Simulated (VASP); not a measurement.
# Zr (Im-3m) in VASP: further runs

Runs on Zr. Level: LDA. Tasks: single point.

Everything below comes from runs of VASP 6.6.1. Logs are shortened: lines on timing, memory, paths and dates and some standing lists are left out, and cuts for length are marked.

### 1 The cell of the first run

The structure is cubic, space group Im-3m (No. 229). Conventional cell: a = 3.596 Å, b = 3.596 Å, c = 3.596 Å, α = 90.00°, β = 90.00°, γ = 90.00°. Zr (site symmetry m-3m) has 14 Zr at 3.11 to 3.60 Å within 4.1 Å.

### 2 Single point, LDA (volume scaled by 0.98)

File INCAR:

```
PREC = Accurate
ENCUT = 520
EDIFF = 1E-7
ISMEAR = -1
SIGMA = 0.03
LREAL = False
LASPH = True
NELM = 60
ALGO = Normal
ISIF = 2
LWAVE = False
LCHARG = False
GGA = CA
NBANDS = 12
```

File KPOINTS:

```
Automatic mesh
0
Gamma
  16 16 16
```

File POSCAR:

```
Zr
1.0
   -1.7978519830      1.7978519830      1.7978519830
    1.7978519830     -1.7978519830      1.7978519830
    1.7978519830      1.7978519830     -1.7978519830
Zr
1
Direct
    0.0000000000      0.0000000000      0.0000000000
```

Potentials or basis: VASP PAW LDA potentials, release 64 (Zr_sv).

Launch:

```console
cat potpaw_LDA.64/Zr_sv/POTCAR > POTCAR
mpirun -np 1 vasp_std > vasp.out
```

OUTCAR:

```text
PREC = Accurate
   ENCUT = 520
   EDIFF = 1E-7
   ISMEAR = -1
   LREAL = False
   LASPH = True
   NELM = 60
   ISIF = 2
   GGA = CA

 ion  position               nearest neighbor table
   1  0.000  0.000  0.000-

  LATTYP: Found a body centered cubic cell.
 ALAT       =     3.5957039660

  Lattice vectors:

 A1 = (  -1.7978519830,   1.7978519830,   1.7978519830)
 A2 = (   1.7978519830,  -1.7978519830,   1.7978519830)
 A3 = (   1.7978519830,   1.7978519830,  -1.7978519830)

Analysis of symmetry for initial positions (statically):
=====================================================================
 Subroutine PRICEL returns:
 Original cell was already a primitive cell.

 Routine SETGRP: Setting up the symmetry group for a
 body centered cubic supercell.

 Subroutine GETGRP returns: Found 48 space group operations
 (whereof 48 operations were pure point group operations)
 out of a pool of 48 trial point group operations.

The static configuration has the point symmetry O_h .

Analysis of symmetry for dynamics (positions and initial velocities):
=====================================================================
 Subroutine PRICEL returns:
 Original cell was already a primitive cell.

 Routine SETGRP: Setting up the symmetry group for a
 body centered cubic supercell.

 Subroutine GETGRP returns: Found 48 space group operations
 (whereof 48 operations were pure point group operations)
 out of a pool of 48 trial point group operations.

The dynamic configuration has the point symmetry O_h .

 Subroutine INISYM returns: Found 48 space group operations
 (whereof 48 operations are pure point group operations),
 and found     1 'primitive' translations

----------------------------------------------------------------------------------------

                                     Primitive cell

  volume of cell :      23.2446

  direct lattice vectors                    reciprocal lattice vectors
    -1.797851983  1.797851983  1.797851983     0.000000000  0.278109658  0.278109658
     1.797851983 -1.797851983  1.797851983     0.278109658  0.000000000  0.278109658
     1.797851983  1.797851983 -1.797851983     0.278109658  0.278109658  0.000000000

  length of vectors
     3.113970979  3.113970979  3.113970979     0.393306450  0.393306450  0.393306450

  position of ions in fractional coordinates (direct lattice)
     0.000000000  0.000000000  0.000000000

  ion indices of the primitive-cell ions
   primitive index   ion index
                 1           1

----------------------------------------------------------------------------------------

 KPOINTS: Automatic mesh

Automatic generation of k-mesh.
 Grid dimensions read from file:
 generate k-points for:   16   16   16

 Generating k-lattice:

  Cartesian coordinates                     Fractional coordinates (reciprocal lattice)
     0.000000000  0.017381854  0.017381854     0.062500000  0.000000000  0.000000000
     0.017381854  0.000000000  0.017381854     0.000000000  0.062500000  0.000000000
     0.017381854  0.017381854  0.000000000     0.000000000  0.000000000  0.062500000

  Length of vectors
     0.024581653  0.024581653  0.024581653

  Shift w.r.t. Gamma in fractional coordinates (k-lattice)
     0.000000000  0.000000000  0.000000000

 Subroutine IBZKPT returns following result:
 ===========================================

 Found    145 irreducible k-points:

 Following reciprocal coordinates:
            Coordinates               Weight
  0.000000  0.000000  0.000000      1.000000
  0.062500  0.000000  0.000000     12.000000
  0.125000  0.000000  0.000000     12.000000
  0.187500  0.000000  0.000000     12.000000
  0.250000  0.000000  0.000000     12.000000
  0.312500  0.000000  0.000000     12.000000
[... 16 lines left out ...]
  0.187500  0.187500  0.000000     24.000000
  0.250000  0.187500  0.000000     48.000000
 [... further k-points ...]
   k-points           NKPTS =    145   k-points in BZ     NKDIM =    145   number of bands    NBANDS=     12
   number of dos      NEDOS =    301   number of ions     NIONS =      1
   total plane-waves  NPLWV =  13824
   dimension x,y,z NGX =    24 NGY =   24 NGZ =   24
   dimension x,y,z NGXF=    48 NGYF=   48 NGZF=   48
   ions per type =               1
   NGX,Y,Z   is equivalent  to a cutoff of  12.81, 12.81, 12.81 a.u.
   NGXF,Y,Z  is equivalent  to a cutoff of  25.63, 25.63, 25.63 a.u.
 SYSTEM =  unknown system
   PREC   = accura    normal or accurate (medium, high low for compatibility)
   ISTART =      0    job   : 0-new  1-cont  2-samecut
   ICHARG =      2    charge: 1-file 2-atom 10-const
   ISPIN  =      1    spin polarized calculation?
   LNONCOLLINEAR =      F non collinear calculations
   LSORBIT =      F    spin-orbit coupling
   LASPH  =      T    aspherical Exc in radial PAW
   ENCUT  =  520.0 eV  38.22 Ry    6.18 a.u.   5.79  5.79  5.79*2*pi/ulx,y,z
   NELM   =     60;   NELMIN=  2; NELMDL= -5     # of ELM steps
   EDIFF  = 0.1E-06   stopping-criterion for ELM
   LREAL  =      F    real-space projection
   EDIFFG = 0.1E-05   stopping-criterion for IOM
   NSW    =      0    number of steps for IOM
   IBRION =     -1    ionic relax: 0-MD 1-quasi-New 2-CG
   NFREE  =      0    steps in history (QN), initial steepest desc. (CG)
   ISIF   =      2    stress and relaxation
   ISYM   =      2    0-nonsym 1-usesym 2-fastsym
   POTIM  = 0.5000    time-step for ionic-motion
   TEBEG  =    0.0;   TEEND  =   0.0 temperature during run
   PSTRESS=    0.0 pullay stress
   NELECT =      12.0000    total number of electrons
   NUPDOWN=      -1.0000    fix difference up-down
   EMIN   =  10.00;   EMAX   =-10.00  energy-range for DOS
   EFERMI =   0.00;   METHOD = LEGACY
   ISMEAR =    -1;   SIGMA  =   0.03  broadening in eV -4-tet -1-fermi 0-gaus
   EFERMI_NEDOS =   21; number of points for ismear=-14 and -15
   IALGO  =     38    algorithm
   IMIX   =      4    mixing-type and parameters
     AMIX     =   0.40;   BMIX     =  1.00
     AMIX_MAG =   1.60;   BMIX_MAG =  1.00
  volume/ion in A,a.u.               =      23.24       156.86
  Fermi-wavevector in a.u.,A,eV,Ry     =   1.313292  2.481762 23.466458  1.724736
  Thomas-Fermi vector in A             =   2.443625
   LORBIT       =      0    0 simple, 1 ext, 2 COOP (PROOUT), +10 PAW based schemes
   GGA     = CA    functional components
   LHFCALC =     F    Hartree Fock is set to
   AEXX    =    0.0000 exact exchange contribution
   IVDW    =     0    specifies the selected vdW correction
   LEPSILON=     F    determine dielectric tensor
   LRPA    =     F    only Hartree local field effects (RPA)
 non-spin polarized calculation
  energy-cutoff  :      520.00
  volume of cell :       23.24
 maximum number of plane-waves:       642
   NGX = 11   NGY = 11   NGZ = 11

 number of electron      12.0000000 magnetization

 Free energy of the ion-electron system (eV)
  ---------------------------------------------------
  ext. energy  EPLUGINS =         0.00000000
  ---------------------------------------------------
  free energy    TOTEN  =        -9.19308472 eV

  energy without entropy =       -9.18700742  energy(sigma->0) =       -9.19004607

 E-fermi :   8.5265     XC(G=0): -11.2962

 val. band max:        8.4981396277   @ k =   0.3125   0.1875   0.1875
 cond. band min:       8.5348738543   @ k =  -0.3750  -0.4375   0.0625
 fundamental gap:      0.0367342266
 Fermi energy:         8.5265010763

 k-point     1 :       0.0000    0.0000    0.0000
  band No.  band energies     occupation
      1     -39.6854      2.00000
      2     -17.3309      2.00000
      3     -17.3309      2.00000
      4     -17.3309      2.00000
      5       3.1807      2.00000
      6       9.6096      0.00000
      7       9.6096      0.00000
      8       9.6096      0.00000
      9      12.1014      0.00000
     10      12.1014      0.00000
     11      20.9643      0.00000
     12      20.9643      0.00000

 k-point     2 :       0.0625    0.0000    0.0000
  band No.  band energies     occupation
      1     -39.6796      2.00000
      2     -17.3712      2.00000
      3     -17.3432      2.00000
      4     -17.3311      2.00000
      5       3.3148      2.00000
      6       9.5208      0.00000
      7       9.5821      0.00000
      8       9.7392      0.00000
      9      11.9619      0.00000
     10      12.1004      0.00000
     11      21.0820      0.00000
     12      21.2053      0.00000

 k-point     3 :       0.1250    0.0000    0.0000
  band No.  band energies     occupation
      1     -39.6628      2.00000
      2     -17.4848      2.00000
      3     -17.3781      2.00000
      4     -17.3319      2.00000
      5       3.6992      2.00000
      6       9.2812      0.00000
      7       9.4626      0.00000
      8      10.1226      0.00000
      9      11.6967      0.00000
     10      12.1069      0.00000
     11      21.3519      0.00000
     12      21.8989      0.00000
[... 286 lines left out ...]
 k-point    23 :       0.1875    0.1875    0.0000
  band No.  band energies     occupation
      1     -39.5710      2.00000
      2     -18.0069      2.00000
      3     -17.5674      2.00000
      4     -17.4027      2.00000
      5       5.8622      2.00000
      6       8.2295      1.99990
      7       8.5370      0.82746
      8      11.4029      0.00000
      9      12.6719      0.00000
     10      13.0728      0.00000
     11      20.5585      0.00000
     12      21.9878      0.00000

 k-point    24 :       0.2500    0.1875    0.0000
  band No.  band energies     occupation
      1     -39.5473      2.00000
      2     -18.1055      2.00000
      3     -17.6497      2.00000
      4     -17.4158      2.00000
      5       6.3353      2.00000
      6       8.0187      2.00000
      7       8.5512      0.61052
      8      11.5946      0.00000
      9      12.7519      0.00000
     10      14.1606      0.00000
     11      19.5945      0.00000
     12      21.2501      0.00000

 [... further k-points ...]
[... 5 lines left out ...]
  --------------------------------------------------------------------------------------
  -------------------------------------------------------------------------------------
  Total       -1.1739912     -1.1739912     -1.1739912     -0.0000000      0.0000000      0.0000000
  in kB      -80.9195816    -80.9195816    -80.9195816     -0.0000000      0.0000000      0.0000000
  external PRESSURE =     -80.9195816 kB  Pullay stress =       0.0000000 kB

 VOLUME and BASIS-vectors are now :
 -----------------------------------------------------------------------------
  energy-cutoff  :      520.00
  volume of cell :       23.24
      direct lattice vectors                 reciprocal lattice vectors
    -1.797851983  1.797851983  1.797851983     0.000000000  0.278109658  0.278109658
     1.797851983 -1.797851983  1.797851983     0.278109658  0.000000000  0.278109658
     1.797851983  1.797851983 -1.797851983     0.278109658  0.278109658  0.000000000

 POSITION                                       TOTAL-FORCE (eV/Angst)
 -----------------------------------------------------------------------------------
      0.00000      0.00000      0.00000         0.000000     -0.000000      0.000000
 -----------------------------------------------------------------------------------
    total drift:                                0.000000      0.000000     -0.000000

  FREE ENERGIE OF THE ION-ELECTRON SYSTEM (eV)
  ---------------------------------------------------
  free  energy   TOTEN  =        -9.1930847202 eV

  energy  without entropy=       -9.1870074235  energy(sigma->0) =       -9.19004607
```

Run time: 14 s. Hardware: 1 thread of Intel Xeon Platinum 8488C (Sapphire Rapids), shared host; peak memory 0.15 GiB.

What came out:

```
Free energy            : -9.1931 eV
Pressure               : -8.1 GPa
Band gap on the k mesh : zero (band 6 reaches 9.61 eV, above the bottom of band 7 at 7.80 eV)
```

### 3 Single point, LDA (volume scaled by 1.01)

File INCAR:

```
ALGO = Normal
EDIFF = 1E-6
ENCUT = 520
GGA = CA
ISIF = 2
ISMEAR = -1
LASPH = T
LCHARG = F
LREAL = F
LWAVE = F
NBANDS = 12
NELM = 80
PREC = Accurate
SIGMA = 0.03
```

File KPOINTS:

```
k-points
0
Gamma
  16 16 16
```

File POSCAR:

```
Zr
1.0
   -1.8160133332      1.8160133332      1.8160133332
    1.8160133332     -1.8160133332      1.8160133332
    1.8160133332      1.8160133332     -1.8160133332
Zr
1
Direct
    0.0000000000      0.0000000000      0.0000000000
```

Potentials or basis: VASP PAW LDA potentials, release 64 (Zr_sv).

Launch:

```console
cat potpaw_LDA.64/Zr_sv/POTCAR > POTCAR
mpirun -np 1 vasp_std > vasp.out
```

It took 13 s on 1 thread of Intel Xeon Platinum 8488C (Sapphire Rapids), shared host; peak memory 0.15 GiB.

The run converged. Its results:

```yaml
Free_energy: -9.1528 eV
Pressure: -10.1 GPa
Band_gap_on_the_k_mesh: zero (band 6 reaches 9.26 eV, above the bottom of band 7 at 7.50 eV)
```

Levels at points of the mesh, in eV from the Fermi level:
```csv
k point,band 3,band 4,band 5,band 6,band 7,band 8,band 9,band 10
"(0.00, 0.00, 0.00)",-25.97,-25.97,-5.30,1.06,1.06,1.06,3.47,3.47
"(0.50, 0.00, 0.00)",-26.25,-25.97,-2.71,-0.65,1.56,3.43,4.09,6.08
"(0.50, 0.50, 0.50)",-26.59,-26.59,-2.42,-2.42,5.44,5.44,5.44,7.20
```
